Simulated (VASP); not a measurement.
# B5P (I-4m2) in VASP: relaxation of cell and atoms with PBE

Aim: the relaxation of cell and atoms of B5P with PBE.

Program: VASP 6.6.1. These are calculated values, not measurements. Logs are shortened: lines on timing, memory, paths and dates and some standing lists are left out, and cuts for length are marked.

### 1 The cell of the first run

The structure is tetragonal, space group I-4m2 (No. 119). The conventional cell has a = 4.526 Å, b = 4.526 Å, c = 6.474 Å, α = 90.00°, β = 90.00°, γ = 90.00°. B (site symmetry -4m2) has 2 B at 1.50 Å within 2.0 Å. B (site symmetry 2mm) has 1 B at 1.50 Å within 2.0 Å. B (site symmetry 2mm) has 1 P at 2.10 Å and 7 B at 2.27 to 2.58 Å within 2.8 Å. Within 2.8 Å of P (site symmetry -4m2) lie 10 B at 2.10 to 2.78 Å.

The cell was built from a structure type or drawn by symmetry, and may not be a known phase.

### 2 Relaxation of cell and atoms, PBE

Input file INCAR:

```
SYSTEM = B5P
PREC     = Accurate       ! precision mode
ENCUT    = 500            ! plane-wave cutoff, eV
EDIFF    = 1E-7           ! SCF threshold, eV
ISMEAR   = 0              ! smearing method
SIGMA    = 0.2            ! smearing width, eV
LREAL    = .False.        ! projectors in reciprocal space
LASPH    = .True.         ! aspherical terms in the spheres
NELM     = 120            ! most SCF steps
ALGO     = Normal         ! electronic algorithm
ISIF     = 3              ! what is computed and relaxed
LWAVE    = .False.        ! write WAVECAR
LCHARG   = .False.        ! write CHGCAR
GGA      = PE             ! functional
IBRION   = 2              ! ionic algorithm
NSW      = 36             ! ionic steps
EDIFFG   = -0.08          ! ionic threshold
GGA_COMPAT= .False.      
NELMIN   = 4
```

Input file KPOINTS:

```
Automatic mesh
0
Gamma
  5 5 5
  0 0 0
```

Input file POSCAR:

```
B5P
1.0
   -2.2632188900      2.2632188900      3.2368043600
    2.2632188900     -2.2632188900      3.2368043600
    2.2632188900      2.2632188900     -3.2368043600
B P
5 1
Direct
    0.0000000000      0.0000000000      0.0000000000
    0.7678046800      0.7678046800      0.0000000000
    0.2321953200      0.2321953200      0.0000000000
    0.0749277000      0.5749277000      0.5000000000
    0.4250723000      0.9250723000      0.5000000000
    0.7500000000      0.2500000000      0.5000000000
```

Potentials or basis: VASP PAW PBE potentials, release 64 (B, P).

The run is started by

```
> cat potpaw_PBE.64/B/POTCAR potpaw_PBE.64/P/POTCAR > POTCAR
> mpirun -np 1 vasp_std > vasp.out
```

OUTCAR:

```text
SYSTEM = B5P
   PREC = Accurate
   ENCUT = 500
   EDIFF = 1E-7
   ISMEAR = 0
   LREAL = .False.
   LASPH = .True.
   NELM = 120
   ISIF = 3
   GGA = PE
   IBRION = 2
   NSW = 36
   EDIFFG = -0.08
   NELMIN = 4

 ion  position               nearest neighbor table
   1  0.000  0.000  0.000-   2 1.50   3 1.50
   2  0.768  0.768  0.000-   1 1.50   6 2.27   6 2.27
   3  0.232  0.232  0.000-   1 1.50   6 2.27   6 2.27
   4  0.075  0.575  0.500-   6 2.10
   5  0.425  0.925  0.500-   6 2.10
   6  0.750  0.250  0.500-   4 2.10   5 2.10   2 2.27   3 2.27   2 2.27   3 2.27

  LATTYP: Found a body centered tetragonal cell.
 ALAT       =     4.5264377800
 C/A-ratio  =     1.4301773347

  Lattice vectors:

 A1 = (  -2.2632188900,   2.2632188900,   3.2368043600)
 A2 = (   2.2632188900,  -2.2632188900,   3.2368043600)
 A3 = (   2.2632188900,   2.2632188900,  -3.2368043600)

Analysis of symmetry for initial positions (statically):
=====================================================================
 Subroutine PRICEL returns:
 Original cell was already a primitive cell.

 Routine SETGRP: Setting up the symmetry group for a
 body centered tetragonal supercell.

 Subroutine GETGRP returns: Found  8 space group operations
 (whereof  8 operations were pure point group operations)
 out of a pool of 16 trial point group operations.

The static configuration has the point symmetry D_2d.

Analysis of symmetry for dynamics (positions and initial velocities):
=====================================================================
 Subroutine PRICEL returns:
 Original cell was already a primitive cell.

 Routine SETGRP: Setting up the symmetry group for a
 body centered tetragonal supercell.

 Subroutine GETGRP returns: Found  8 space group operations
 (whereof  8 operations were pure point group operations)
 out of a pool of 16 trial point group operations.

The dynamic configuration has the point symmetry D_2d.

 Subroutine INISYM returns: Found  8 space group operations
 (whereof  8 operations are pure point group operations),
 and found     1 'primitive' translations

----------------------------------------------------------------------------------------

                                     Primitive cell

  volume of cell :      66.3177

  direct lattice vectors                    reciprocal lattice vectors
    -2.263218890  2.263218890  3.236804360     0.000000000  0.220924278  0.154473346
     2.263218890 -2.263218890  3.236804360     0.220924278  0.000000000  0.154473346
     2.263218890  2.263218890 -3.236804360     0.220924278  0.220924278  0.000000000

  length of vectors
     4.552056893  4.552056893  4.552056893     0.269572906  0.269572906  0.312434111

  position of ions in fractional coordinates (direct lattice)
     0.000000000  0.000000000  0.000000000
     0.767804680  0.767804680  0.000000000
     0.232195320  0.232195320  0.000000000
     0.074927700  0.574927700  0.500000000
     0.425072300  0.925072300  0.500000000
     0.750000000  0.250000000  0.500000000

  ion indices of the primitive-cell ions
   primitive index   ion index
                 1           1
                 2           2
                 3           3
                 4           4
                 5           5
                 6           6

----------------------------------------------------------------------------------------

 KPOINTS: Automatic mesh

Automatic generation of k-mesh.
 Grid dimensions read from file:
 generate k-points for:    5    5    5

 Generating k-lattice:

  Cartesian coordinates                     Fractional coordinates (reciprocal lattice)
     0.000000000  0.044184856  0.030894669     0.200000000  0.000000000  0.000000000
     0.044184856  0.000000000  0.030894669     0.000000000  0.200000000  0.000000000
     0.044184856  0.044184856  0.000000000     0.000000000  0.000000000  0.200000000

  Length of vectors
     0.053914581  0.053914581  0.062486822

  Shift w.r.t. Gamma in fractional coordinates (k-lattice)
     0.000000000  0.000000000  0.000000000

 Subroutine IBZKPT returns following result:
 ===========================================

 Found     18 irreducible k-points:

 Following reciprocal coordinates:
            Coordinates               Weight
  0.000000  0.000000  0.000000      1.000000
  0.200000 -0.000000  0.000000      8.000000
  0.400000 -0.000000  0.000000      8.000000
  0.200000  0.200000  0.000000      8.000000
  0.400000  0.200000  0.000000     16.000000
 -0.400000  0.200000  0.000000     16.000000
[... 10 lines left out ...]
 -0.400000  0.400000  0.400000      4.000000
 -0.400000 -0.400000  0.400000      2.000000
   k-points           NKPTS =     18   k-points in BZ     NKDIM =     18   number of bands    NBANDS=     14
   number of dos      NEDOS =    301   number of ions     NIONS =      6
   total plane-waves  NPLWV =  46656
   dimension x,y,z NGX =    36 NGY =   36 NGZ =   36
   dimension x,y,z NGXF=    72 NGYF=   72 NGZF=   72
   ions per type =               5   1
   NGX,Y,Z   is equivalent  to a cutoff of  13.15, 13.15, 13.15 a.u.
   NGXF,Y,Z  is equivalent  to a cutoff of  26.30, 26.30, 26.30 a.u.
 SYSTEM =  B5P
   PREC   = accura    normal or accurate (medium, high low for compatibility)
   ISTART =      0    job   : 0-new  1-cont  2-samecut
   ICHARG =      2    charge: 1-file 2-atom 10-const
   ISPIN  =      1    spin polarized calculation?
   LNONCOLLINEAR =      F non collinear calculations
   LSORBIT =      F    spin-orbit coupling
   LASPH  =      T    aspherical Exc in radial PAW
   ENCUT  =  500.0 eV  36.75 Ry    6.06 a.u.   8.30  8.30  8.30*2*pi/ulx,y,z
   NELM   =    120;   NELMIN=  4; NELMDL= -5     # of ELM steps
   EDIFF  = 0.1E-06   stopping-criterion for ELM
   LREAL  =      F    real-space projection
   EDIFFG = -.8E-01   stopping-criterion for IOM
   NSW    =     36    number of steps for IOM
   IBRION =      2    ionic relax: 0-MD 1-quasi-New 2-CG
   NFREE  =      1    steps in history (QN), initial steepest desc. (CG)
   ISIF   =      3    stress and relaxation
   ISYM   =      2    0-nonsym 1-usesym 2-fastsym
   POTIM  = 0.5000    time-step for ionic-motion
   TEBEG  =    0.0;   TEEND  =   0.0 temperature during run
   PSTRESS=    0.0 pullay stress
   NELECT =      20.0000    total number of electrons
   NUPDOWN=      -1.0000    fix difference up-down
   EMIN   =  10.00;   EMAX   =-10.00  energy-range for DOS
   EFERMI =   0.00;   METHOD = LEGACY
   ISMEAR =     0;   SIGMA  =   0.20  broadening in eV -4-tet -1-fermi 0-gaus
   EFERMI_NEDOS =   21; number of points for ismear=-14 and -15
   IALGO  =     38    algorithm
   IMIX   =      4    mixing-type and parameters
     AMIX     =   0.40;   BMIX     =  1.00
     AMIX_MAG =   1.60;   BMIX_MAG =  1.00
  volume/ion in A,a.u.               =      11.05        74.59
  Fermi-wavevector in a.u.,A,eV,Ry     =   1.097847  2.074629 16.398654  1.205267
  Thomas-Fermi vector in A             =   2.234214
   LORBIT       =      0    0 simple, 1 ext, 2 COOP (PROOUT), +10 PAW based schemes
   GGA     = PE    functional components
   LHFCALC =     F    Hartree Fock is set to
   AEXX    =    0.0000 exact exchange contribution
   IVDW    =     0    specifies the selected vdW correction
   LEPSILON=     F    determine dielectric tensor
   LRPA    =     F    only Hartree local field effects (RPA)
 conjugate gradient relaxation of ions
 non-spin polarized calculation
 Gauss-broadening in eV      SIGMA  =   0.20
  energy-cutoff  :      500.00
  volume of cell :       66.32
 maximum number of plane-waves:      1692
 NGX is ok and might be reduce to    36
   NGX = 17   NGY = 17   NGZ = 17

--------------------------------------- Ionic step        1  -------------------------------------------

 number of electron      20.0000000 magnetization

 Free energy of the ion-electron system (eV)
  ---------------------------------------------------
  ext. energy  EPLUGINS =         0.00000000
  ---------------------------------------------------
  free energy    TOTEN  =       -29.12807655 eV

  energy without entropy =      -29.08664174  energy(sigma->0) =      -29.10735914

------------------------ aborting loop because EDIFF is reached ----------------------------------------

  FORCE on cell =-STRESS in cart. coord.  units (eV):
  Direction    XX          YY          ZZ          XY          YZ          ZX
  --------------------------------------------------------------------------------------
  -------------------------------------------------------------------------------------
  Total       -9.5647688     -9.5647688      0.9530451      0.0000000      0.0000000      0.0000000
  in kB     -231.0763507   -231.0763507     23.0247271      0.0000000      0.0000000      0.0000000
  external PRESSURE =    -146.3759914 kB  Pullay stress =       0.0000000 kB
[... 101 lines left out ...]
  FREE ENERGIE OF THE ION-ELECTRON SYSTEM (eV)
  ---------------------------------------------------
  free  energy   TOTEN  =       -32.3749484986 eV

  energy  without entropy=      -32.3463338623  energy(sigma->0) =      -32.36064118

[... ionic steps 4 to 11 ...]

--------------------------------------- Ionic step       12  -------------------------------------------

 number of electron      20.0000000 magnetization

------------------------ aborting loop because EDIFF is reached ----------------------------------------

  FORCE on cell =-STRESS in cart. coord.  units (eV):
  Direction    XX          YY          ZZ          XY          YZ          ZX
  --------------------------------------------------------------------------------------
  -------------------------------------------------------------------------------------
  Total        0.5315280      0.5315280      1.0918887      0.0000000      0.0000000      0.0000000
  in kB       17.3941183     17.3941183     35.7317753      0.0000000      0.0000000      0.0000000
  external PRESSURE =      23.5066706 kB  Pullay stress =       0.0000000 kB
[... 65 lines left out ...]
  energy  without entropy=      -32.7120168231  energy(sigma->0) =      -32.72928391

--------------------------------------- Ionic step       14  -------------------------------------------

 number of electron      20.0000000 magnetization

 Free energy of the ion-electron system (eV)
  ---------------------------------------------------
  ext. energy  EPLUGINS =         0.00000000
  ---------------------------------------------------
  free energy    TOTEN  =       -32.74977399 eV

  energy without entropy =      -32.71667128  energy(sigma->0) =      -32.73322264

 E-fermi :   7.7220     XC(G=0): -11.8655

 val. band max:        7.7115958992   @ k =   0.4000  -0.0000   0.0000
 cond. band min:       7.7353733838   @ k =  -0.2000   0.4000   0.2000
 fundamental gap:      0.0237774846
 Fermi energy:         7.7219712547

 k-point     1 :       0.0000    0.0000    0.0000
  band No.  band energies     occupation
      1      -8.8383      2.00000
      2       0.5455      2.00000
      3       0.5455      2.00000
      4       0.6486      2.00000
      5       0.8350      2.00000
      6       2.8354      2.00000
      7       3.9559      2.00000
      8       4.1342      2.00000
      9       4.1342      2.00000
     10       4.8327      2.00000
     11       5.9481      2.00000
     12       6.5874      2.00000
     13       6.5874      2.00000
     14      11.3460      0.00000
[... 320 lines left out ...]
  FREE ENERGIE OF THE ION-ELECTRON SYSTEM (eV)
  ---------------------------------------------------
  free  energy   TOTEN  =       -32.7497739925 eV

  energy  without entropy=      -32.7166712813  energy(sigma->0) =      -32.73322264

 reached required accuracy - stopping structural energy minimisation
```

Run time: 2.8 min. Hardware: 1 thread of Intel Xeon Platinum 8488C (Sapphire Rapids), shared host; peak memory 0.21 GiB.

Results:

```yaml
Free_energy: -32.7498 eV
Relaxed_volume: 8.24 Å³/atom
Relaxed_cell: a = 4.292 Å, b = 4.292 Å, c = 4.292 Å, α = 126.47°, β = 126.47°, γ = 79.12°
Space_group_after_relaxing_to_0.1_Å: I-4m2 (No. 119)
Energy_gained_by_relaxing: 603.6 meV/atom
Ionic_steps: 14
Pressure_after_relaxing: 0.0 GPa
Largest_force_after_relaxing: 0.030 eV/Å
Band_gap_on_the_k_mesh: zero (bands 10 and 11 overlap by 3.04 eV)
```

Forces on the atoms (eV/Å):
```
B    0.000  0.000  0.000
B    0.000  0.000  0.024
B    0.000  0.000 -0.024
B    0.000  0.000  0.030
B    0.000  0.000 -0.030
P    0.000  0.000  0.000
```

Stress tensor (GPa, compression positive):
```
 0.32  0.00  0.00
 0.00  0.32  0.00
 0.00  0.00 -0.58
```

The path:
```tsv
step	energy change (eV)	largest force (eV/Å)	pressure (GPa)	volume (Å³)
1	0.0000	3.5981	-14.64	66.32
2	-2.2534	2.2002	-19.91	56.94
3	-3.2469	1.4124	-0.92	47.75
4	-3.2511	1.5344	-4.26	48.55
5	-3.2525	1.4854	-2.92	48.22
6	-3.4120	0.7159	8.98	46.06
7	-3.4282	0.7044	5.85	46.52
8	-3.5174	0.7547	0.14	48.32
9	-3.5204	0.7555	-0.79	48.71
10	-3.5957	0.3138	-2.15	49.54
11	-3.6029	0.2649	-2.50	49.87
12	-3.6167	0.1527	2.35	48.96
13	-3.6185	0.0897	1.09	49.18
14	-3.6217	0.0297	0.02	49.46
```

Final structure:
```
B P
1.0
    -1.93312    1.93312    3.30908
     1.93312   -1.93312    3.30908
     1.93312    1.93312   -3.30908
B P
5 1
Direct
  0.00000 0.00000 0.00000
  0.74011 0.74011 0.00000
  0.25989 0.25989 0.00000
  0.12076 0.62076 0.50000
  0.37924 0.87924 0.50000
  0.75000 0.25000 0.50000
```

Caveat: the volume moved by over 15 % at a fixed basis, so the end points are rough.
